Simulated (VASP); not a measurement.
# Rh (Fm-3m) in VASP: a series of runs

Runs on Rh. Level: LDA. Tasks: single point.

All numbers are computed with VASP 6.6.1; they aren't measurements. Logs are shortened: lines on timing, memory, paths and dates and some standing lists are left out, and cuts for length are marked.

## 1. The cell of the first run

It takes space group Fm-3m (No. 225, cubic). The conventional cell has a = 3.796 Å, b = 3.796 Å, c = 3.796 Å, α = 90.00°, β = 90.00°, γ = 90.00°. Rh (site symmetry m-3m) has 12 Rh at 2.68 Å within 3.5 Å.

## 2. Single point, LDA

INCAR

```
SYSTEM = Rh
ALGO = Normal ; EDIFF = 1E-6
ENCUT = 500 ; GGA_COMPAT = .FALSE.
ISIF = 2 ; ISMEAR = -1
LASPH = .TRUE. ; LCHARG = .TRUE.
LELF = .TRUE. ; LREAL = .FALSE.
LVHAR = .TRUE. ; LWAVE = .FALSE.
NBANDS = 14 ; NELM = 120
PREC = Accurate ; SIGMA = 0.15
```

KPOINTS

```
k-points
0
G
  12 12 12
  0 0 0
```

POSCAR

```
Rh
1.0
    0.0000000000      1.8978500000      1.8978500000
    1.8978500000      0.0000000000      1.8978500000
    1.8978500000      1.8978500000      0.0000000000
Rh
1
Direct
    0.0000000000      0.0000000000      0.0000000000
```

Potentials or basis: VASP PAW LDA potentials, release 64 (Rh_pv).

On the command line:

```console
$ cat potpaw_LDA.64/Rh_pv/POTCAR > POTCAR
$ mpirun -np 1 vasp_std > vasp.out
```

OUTCAR:

```text
SYSTEM = Rh
   EDIFF = 1E-6
   ENCUT = 500
   ISIF = 2
   ISMEAR = -1
   LASPH = .TRUE.
   LREAL = .FALSE.
   NELM = 120
   PREC = Accurate

 ion  position               nearest neighbor table
   1  0.000  0.000  0.000-

  LATTYP: Found a face centered cubic cell.
 ALAT       =     3.7957000000

  Lattice vectors:

 A1 = (   0.0000000000,   1.8978500000,   1.8978500000)
 A2 = (   1.8978500000,   0.0000000000,   1.8978500000)
 A3 = (   1.8978500000,   1.8978500000,   0.0000000000)

Analysis of symmetry for initial positions (statically):
=====================================================================
 Subroutine PRICEL returns:
 Original cell was already a primitive cell.

 Routine SETGRP: Setting up the symmetry group for a
 face centered cubic supercell.

 Subroutine GETGRP returns: Found 48 space group operations
 (whereof 48 operations were pure point group operations)
 out of a pool of 48 trial point group operations.

The static configuration has the point symmetry O_h .

Analysis of symmetry for dynamics (positions and initial velocities):
=====================================================================
 Subroutine PRICEL returns:
 Original cell was already a primitive cell.

 Routine SETGRP: Setting up the symmetry group for a
 face centered cubic supercell.

 Subroutine GETGRP returns: Found 48 space group operations
 (whereof 48 operations were pure point group operations)
 out of a pool of 48 trial point group operations.

The dynamic configuration has the point symmetry O_h .

 Subroutine INISYM returns: Found 48 space group operations
 (whereof 48 operations are pure point group operations),
 and found     1 'primitive' translations

----------------------------------------------------------------------------------------

                                     Primitive cell

  volume of cell :      13.6715

  direct lattice vectors                    reciprocal lattice vectors
     0.000000000  1.897850000  1.897850000    -0.263456016  0.263456016  0.263456016
     1.897850000  0.000000000  1.897850000     0.263456016 -0.263456016  0.263456016
     1.897850000  1.897850000  0.000000000     0.263456016  0.263456016 -0.263456016

  length of vectors
     2.683965209  2.683965209  2.683965209     0.456319205  0.456319205  0.456319205

  position of ions in fractional coordinates (direct lattice)
     0.000000000  0.000000000  0.000000000

  ion indices of the primitive-cell ions
   primitive index   ion index
                 1           1

----------------------------------------------------------------------------------------

 KPOINTS: k-points

Automatic generation of k-mesh.
 Grid dimensions read from file:
 generate k-points for:   12   12   12

 Generating k-lattice:

  Cartesian coordinates                     Fractional coordinates (reciprocal lattice)
    -0.021954668  0.021954668  0.021954668     0.083333333  0.000000000  0.000000000
     0.021954668 -0.021954668  0.021954668     0.000000000  0.083333333  0.000000000
     0.021954668  0.021954668 -0.021954668     0.000000000  0.000000000  0.083333333

  Length of vectors
     0.038026600  0.038026600  0.038026600

  Shift w.r.t. Gamma in fractional coordinates (k-lattice)
     0.000000000  0.000000000  0.000000000

 Subroutine IBZKPT returns following result:
 ===========================================

 Found     72 irreducible k-points:

 Following reciprocal coordinates:
            Coordinates               Weight
  0.000000  0.000000  0.000000      1.000000
  0.083333  0.000000  0.000000      8.000000
  0.166667  0.000000  0.000000      8.000000
  0.250000  0.000000  0.000000      8.000000
  0.333333  0.000000  0.000000      8.000000
  0.416667  0.000000  0.000000      8.000000
[... 16 lines left out ...]
  0.500000  0.166667  0.000000     24.000000
 -0.416667  0.166667  0.000000     24.000000
 [... further k-points ...]
   k-points           NKPTS =     72   k-points in BZ     NKDIM =     72   number of bands    NBANDS=     14
   number of dos      NEDOS =    301   number of ions     NIONS =      1
   total plane-waves  NPLWV =   8000
   dimension x,y,z NGX =    20 NGY =   20 NGZ =   20
   dimension x,y,z NGXF=    40 NGYF=   40 NGZF=   40
   ions per type =               1
   NGX,Y,Z   is equivalent  to a cutoff of  12.39, 12.39, 12.39 a.u.
   NGXF,Y,Z  is equivalent  to a cutoff of  24.78, 24.78, 24.78 a.u.
 SYSTEM =  Rh
   PREC   = accura    normal or accurate (medium, high low for compatibility)
   ISTART =      0    job   : 0-new  1-cont  2-samecut
   ICHARG =      2    charge: 1-file 2-atom 10-const
   ISPIN  =      1    spin polarized calculation?
   LNONCOLLINEAR =      F non collinear calculations
   LSORBIT =      F    spin-orbit coupling
   LASPH  =      T    aspherical Exc in radial PAW
   ENCUT  =  500.0 eV  36.75 Ry    6.06 a.u.   4.89  4.89  4.89*2*pi/ulx,y,z
   NELM   =    120;   NELMIN=  2; NELMDL= -5     # of ELM steps
   EDIFF  = 0.1E-05   stopping-criterion for ELM
   LREAL  =      F    real-space projection
   EDIFFG = 0.1E-04   stopping-criterion for IOM
   NSW    =      0    number of steps for IOM
   IBRION =     -1    ionic relax: 0-MD 1-quasi-New 2-CG
   NFREE  =      0    steps in history (QN), initial steepest desc. (CG)
   ISIF   =      2    stress and relaxation
   ISYM   =      2    0-nonsym 1-usesym 2-fastsym
   POTIM  = 0.5000    time-step for ionic-motion
   TEBEG  =    0.0;   TEEND  =   0.0 temperature during run
   PSTRESS=    0.0 pullay stress
   NELECT =      15.0000    total number of electrons
   NUPDOWN=      -1.0000    fix difference up-down
   EMIN   =  10.00;   EMAX   =-10.00  energy-range for DOS
   EFERMI =   0.00;   METHOD = LEGACY
   ISMEAR =    -1;   SIGMA  =   0.15  broadening in eV -4-tet -1-fermi 0-gaus
   EFERMI_NEDOS =   21; number of points for ismear=-14 and -15
   IALGO  =     38    algorithm
   IMIX   =      4    mixing-type and parameters
     AMIX     =   0.40;   BMIX     =  1.00
     AMIX_MAG =   1.60;   BMIX_MAG =  1.00
  volume/ion in A,a.u.               =      13.67        92.26
  Fermi-wavevector in a.u.,A,eV,Ry     =   1.688496  3.190795 38.790465  2.851019
  Thomas-Fermi vector in A             =   2.770792
   LORBIT       =      0    0 simple, 1 ext, 2 COOP (PROOUT), +10 PAW based schemes
   GGA     = CA    functional components
   LHFCALC =     F    Hartree Fock is set to
   AEXX    =    0.0000 exact exchange contribution
   IVDW    =     0    specifies the selected vdW correction
   LEPSILON=     F    determine dielectric tensor
   LRPA    =     F    only Hartree local field effects (RPA)
 non-spin polarized calculation
  energy-cutoff  :      500.00
  volume of cell :       13.67
 maximum number of plane-waves:       360
   NGX =  9   NGY =  9   NGZ =  9

 number of electron      15.0000007 magnetization

 Free energy of the ion-electron system (eV)
  ---------------------------------------------------
  ext. energy  EPLUGINS =         0.00000000
  ---------------------------------------------------
  free energy    TOTEN  =        -8.72029413 eV

  energy without entropy =       -8.62185318  energy(sigma->0) =       -8.67107366

 E-fermi :  11.7835     XC(G=0): -14.3883

 val. band max:       11.7487408220   @ k =   0.3333   0.0833   0.0000
 cond. band min:      11.8747673752   @ k =   0.3333   0.1667   0.0000
 fundamental gap:      0.1260265532
 Fermi energy:        11.7834637940

 k-point     1 :       0.0000    0.0000    0.0000
  band No.  band energies     occupation
      1     -34.3632      2.00000
      2     -34.3632      2.00000
      3     -34.3632      2.00000
      4       3.7427      2.00000
      5       8.6766      2.00000
      6       8.6766      2.00000
      7       8.6766      2.00000
      8      10.8176      1.99681
      9      10.8176      1.99681
     10      27.7617      0.00000
     11      32.1379      0.00000
     12      33.1948      0.00000
     13      33.1948      0.00000
     14      33.1948      0.00000

 k-point     2 :       0.0833    0.0000    0.0000
  band No.  band energies     occupation
      1     -34.4159      2.00000
      2     -34.3703      2.00000
      3     -34.3703      2.00000
      4       4.0217      2.00000
      5       8.5564      2.00000
      6       8.7839      2.00000
      7       8.7839      2.00000
      8      10.7595      1.99783
      9      10.7595      1.99783
     10      28.1642      0.00000
     11      31.8283      0.00000
     12      32.1421      0.00000
     13      33.6074      0.00000
     14      33.6074      0.00000

 k-point     3 :       0.1667    0.0000    0.0000
  band No.  band energies     occupation
      1     -34.5586      2.00000
      2     -34.3896      2.00000
      3     -34.3896      2.00000
      4       4.7629      2.00000
      5       8.3432      2.00000
      6       9.0023      2.00000
      7       9.0023      2.00000
      8      10.7090      1.99845
      9      10.7090      1.99845
     10      29.0082      0.00000
     11      29.4989      0.00000
     12      32.1391      0.00000
     13      34.7523      0.00000
     14      34.7523      0.00000
[... 324 lines left out ...]
 k-point    23 :       0.5000    0.1667    0.0000
  band No.  band energies     occupation
      1     -35.0470      2.00000
      2     -34.5816      2.00000
      3     -34.5121      2.00000
      4       6.2714      2.00000
      5       8.0047      2.00000
      6       9.3827      2.00000
      7       9.4698      2.00000
      8      12.4565      0.02226
      9      15.3656      0.00000
     10      20.9553      0.00000
     11      28.1927      0.00000
     12      31.2010      0.00000
     13      31.5724      0.00000
     14      32.1453      0.00000

 k-point    24 :      -0.4167    0.1667    0.0000
  band No.  band energies     occupation
      1     -35.0537      2.00000
      2     -34.6067      2.00000
      3     -34.4965      2.00000
      4       6.3387      2.00000
      5       8.0175      2.00000
      6       9.2917      2.00000
      7       9.7173      2.00000
      8      12.0786      0.24535
      9      15.9431      0.00000
     10      20.5454      0.00000
     11      27.8599      0.00000
     12      30.6600      0.00000
     13      32.1411      0.00000
     14      32.3253      0.00000

 [... further k-points ...]

------------------------ aborting loop because EDIFF is reached ----------------------------------------

  FORCE on cell =-STRESS in cart. coord.  units (eV):
  Direction    XX          YY          ZZ          XY          YZ          ZX
  --------------------------------------------------------------------------------------
  -------------------------------------------------------------------------------------
  Total       -0.6807438     -0.6807438     -0.6807438     -0.0000000     -0.0000000      0.0000000
  in kB      -79.7771712    -79.7771712    -79.7771712     -0.0000000     -0.0000000      0.0000000
  external PRESSURE =     -79.7771712 kB  Pullay stress =       0.0000000 kB

 VOLUME and BASIS-vectors are now :
 -----------------------------------------------------------------------------
  energy-cutoff  :      500.00
  volume of cell :       13.67
      direct lattice vectors                 reciprocal lattice vectors
     0.000000000  1.897850000  1.897850000    -0.263456016  0.263456016  0.263456016
     1.897850000  0.000000000  1.897850000     0.263456016 -0.263456016  0.263456016
     1.897850000  1.897850000  0.000000000     0.263456016  0.263456016 -0.263456016

 POSITION                                       TOTAL-FORCE (eV/Angst)
 -----------------------------------------------------------------------------------
      0.00000      0.00000      0.00000         0.000000      0.000000     -0.000000
 -----------------------------------------------------------------------------------
    total drift:                                0.000000     -0.000000      0.000000

  FREE ENERGIE OF THE ION-ELECTRON SYSTEM (eV)
  ---------------------------------------------------
  free  energy   TOTEN  =        -8.7202941299 eV

  energy  without entropy=       -8.6218531843  energy(sigma->0) =       -8.67107366
```

It took 16 s on 1 thread of Intel Xeon 8259CL, shared host; peak memory 0.12 GiB.

What came out:

```
Free energy : -8.7203 eV
Pressure    : -8.0 GPa
```

Levels at points of the mesh, in eV from the Fermi level:
| k point | band 4 | band 5 | band 6 | band 7 | band 8 | band 9 | band 10 | band 11 |
| --- | --- | --- | --- | --- | --- | --- | --- | --- |
| (0.00, 0.00, 0.00) | -8.04 | -3.11 | -3.11 | -3.11 | -0.97 | -0.97 | 15.98 | 20.35 |
| (0.50, 0.00, 0.00) | -6.19 | -3.18 | -3.18 | 0.61 | 0.61 | 0.72 | 8.67 | 15.49 |
| (0.50, 0.50, 0.00) | -6.37 | -6.01 | 0.60 | 1.03 | 1.03 | 3.24 | 12.34 | 13.27 |

## 3. Single point, LDA

INCAR

```
ALGO = Normal ; EDIFF = 1E-6
ENCUT = 500 ; GGA = CA
GGA_COMPAT = F ; ISIF = 2
ISMEAR = -1 ; LASPH = T
LCHARG = F ; LREAL = F
LWAVE = F ; NBANDS = 14
NELM = 120 ; PREC = Accurate
SIGMA = 0.15
```

KPOINTS

```
k-points
0
Gamma
  12 12 12
```

POSCAR is that of step 2.

Potentials or basis: VASP PAW LDA potentials, release 64 (Rh_pv).

On the command line:

```console
$ cat potpaw_LDA.64/Rh_pv/POTCAR > POTCAR
$ mpirun -np 1 vasp_std > vasp.out
```

OUTCAR:

```text
EDIFF = 1E-6
   ENCUT = 500
   GGA = CA
   ISIF = 2
   ISMEAR = -1
   LASPH = T
   LREAL = F
   NELM = 120
   PREC = Accurate

 ion  position               nearest neighbor table
   1  0.000  0.000  0.000-

  LATTYP: Found a face centered cubic cell.
 ALAT       =     3.7957000000

  Lattice vectors:

 A1 = (   0.0000000000,   1.8978500000,   1.8978500000)
 A2 = (   1.8978500000,   0.0000000000,   1.8978500000)
 A3 = (   1.8978500000,   1.8978500000,   0.0000000000)

Analysis of symmetry for initial positions (statically):
=====================================================================
 Subroutine PRICEL returns:
 Original cell was already a primitive cell.

 Routine SETGRP: Setting up the symmetry group for a
 face centered cubic supercell.

 Subroutine GETGRP returns: Found 48 space group operations
 (whereof 48 operations were pure point group operations)
 out of a pool of 48 trial point group operations.

The static configuration has the point symmetry O_h .

Analysis of symmetry for dynamics (positions and initial velocities):
=====================================================================
 Subroutine PRICEL returns:
 Original cell was already a primitive cell.

 Routine SETGRP: Setting up the symmetry group for a
 face centered cubic supercell.

 Subroutine GETGRP returns: Found 48 space group operations
 (whereof 48 operations were pure point group operations)
 out of a pool of 48 trial point group operations.

The dynamic configuration has the point symmetry O_h .

 Subroutine INISYM returns: Found 48 space group operations
 (whereof 48 operations are pure point group operations),
 and found     1 'primitive' translations

----------------------------------------------------------------------------------------

                                     Primitive cell

[... 113 lines left out ...]
   GGA     = CA    functional components
   LHFCALC =     F    Hartree Fock is set to
   AEXX    =    0.0000 exact exchange contribution
   IVDW    =     0    specifies the selected vdW correction
   LEPSILON=     F    determine dielectric tensor
   LRPA    =     F    only Hartree local field effects (RPA)
 non-spin polarized calculation
  energy-cutoff  :      500.00
  volume of cell :       13.67
 maximum number of plane-waves:       360
   NGX =  9   NGY =  9   NGZ =  9

 number of electron      15.0000007 magnetization

 Free energy of the ion-electron system (eV)
  ---------------------------------------------------
  ext. energy  EPLUGINS =         0.00000000
  ---------------------------------------------------
  free energy    TOTEN  =        -8.72029413 eV

  energy without entropy =       -8.62185318  energy(sigma->0) =       -8.67107366

 E-fermi :  11.7835     XC(G=0): -14.3883

 val. band max:       11.7487408220   @ k =   0.3333   0.0833   0.0000
 cond. band min:      11.8747673752   @ k =   0.3333   0.1667   0.0000
 fundamental gap:      0.1260265532
 Fermi energy:        11.7834637940

 k-point     1 :       0.0000    0.0000    0.0000
  band No.  band energies     occupation
      1     -34.3632      2.00000
      2     -34.3632      2.00000
      3     -34.3632      2.00000
      4       3.7427      2.00000
      5       8.6766      2.00000
      6       8.6766      2.00000
      7       8.6766      2.00000
      8      10.8176      1.99681
      9      10.8176      1.99681
     10      27.7617      0.00000
     11      32.1379      0.00000
     12      33.1948      0.00000
     13      33.1948      0.00000
     14      33.1948      0.00000
[... 377 lines left out ...]
      1     -35.0537      2.00000
      2     -34.6067      2.00000
      3     -34.4965      2.00000
      4       6.3387      2.00000
      5       8.0175      2.00000
      6       9.2917      2.00000
      7       9.7173      2.00000
      8      12.0786      0.24535
      9      15.9431      0.00000
     10      20.5454      0.00000
     11      27.8599      0.00000
     12      30.6600      0.00000
     13      32.1411      0.00000
     14      32.3253      0.00000

 [... further k-points ...]

------------------------ aborting loop because EDIFF is reached ----------------------------------------

  FORCE on cell =-STRESS in cart. coord.  units (eV):
  Direction    XX          YY          ZZ          XY          YZ          ZX
  --------------------------------------------------------------------------------------
  -------------------------------------------------------------------------------------
  Total       -0.6807438     -0.6807438     -0.6807438     -0.0000000     -0.0000000      0.0000000
  in kB      -79.7771712    -79.7771712    -79.7771712     -0.0000000     -0.0000000      0.0000000
  external PRESSURE =     -79.7771712 kB  Pullay stress =       0.0000000 kB

 VOLUME and BASIS-vectors are now :
 -----------------------------------------------------------------------------
  energy-cutoff  :      500.00
  volume of cell :       13.67
      direct lattice vectors                 reciprocal lattice vectors
     0.000000000  1.897850000  1.897850000    -0.263456016  0.263456016  0.263456016
     1.897850000  0.000000000  1.897850000     0.263456016 -0.263456016  0.263456016
     1.897850000  1.897850000  0.000000000     0.263456016  0.263456016 -0.263456016

 POSITION                                       TOTAL-FORCE (eV/Angst)
 -----------------------------------------------------------------------------------
      0.00000      0.00000      0.00000         0.000000      0.000000     -0.000000
 -----------------------------------------------------------------------------------
    total drift:                                0.000000     -0.000000      0.000000

  FREE ENERGIE OF THE ION-ELECTRON SYSTEM (eV)
  ---------------------------------------------------
  free  energy   TOTEN  =        -8.7202941299 eV

  energy  without entropy=       -8.6218531843  energy(sigma->0) =       -8.67107366
```

It took 16 s on 1 thread of Intel Xeon 8259CL, shared host; peak memory 0.12 GiB.

Results:

```yaml
Free_energy: -8.7203 eV
Pressure: -8.0 GPa
```

Levels at points of the mesh, in eV from the Fermi level:
| k point | band 5 | band 6 | band 7 | band 8 | band 9 | band 10 |
| --- | --- | --- | --- | --- | --- | --- |
| (0.00, 0.00, 0.00) | -3.11 | -3.11 | -3.11 | -0.97 | -0.97 | 15.98 |
| (0.50, 0.00, 0.00) | -3.18 | -3.18 | 0.61 | 0.61 | 0.72 | 8.67 |
| (0.50, 0.50, 0.00) | -6.01 | 0.60 | 1.03 | 1.03 | 3.24 | 12.34 |

(Continued in part 2 of 2.)
